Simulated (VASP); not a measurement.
Here is a VASP 6.6.1 calculation.

File INCAR:

```
SYSTEM = HfN
  PREC = Accurate
  ENCUT = 520
  EDIFF = 1E-7
  ISMEAR = 0
  SIGMA = 0.15
  LREAL = .FALSE.
  LASPH = .TRUE.
  NELM = 100
  ALGO = Normal
  ISIF = 2
  LWAVE = .FALSE.
  LCHARG = .FALSE.
  GGA = CA
  NBANDS = 14
```

The input KPOINTS:

```
Automatic mesh
0
G
  18 18 18
  0 0 0
```

File POSCAR:

```
HfN
1.0
    0.0000000000      2.2844137500      2.2844137500
    2.2590000000      0.0254137500      2.2590000000
    2.2590000000      2.2590000000      0.0254137500
Hf N
1 1
Direct
    0.0000000000      0.0000000000      0.0000000000
    0.5000000000      0.5000000000      0.5000000000
```

Potentials or basis: VASP PAW LDA potentials, release 64 (Hf_pv, N).

Command:

```sh
$ cat potpaw_LDA.64/Hf_pv/POTCAR potpaw_LDA.64/N/POTCAR > POTCAR
$ mpirun -np 1 vasp_std > vasp.out
```

(1) Predict the pressure.

(2) Predict the band gap on the k mesh.

## Answers

(1) -10.6 GPa.

(2) zero (an odd number of electrons rules out a gap without spin polarisation).

Caveat: the cell differs from its parent crystal (strain +0.0225 x Voigt [0, 0, 0, 1, 0, 0]); the cell stands under tension; spin-orbit coupling is left out, which moves the levels of the heavy elements.
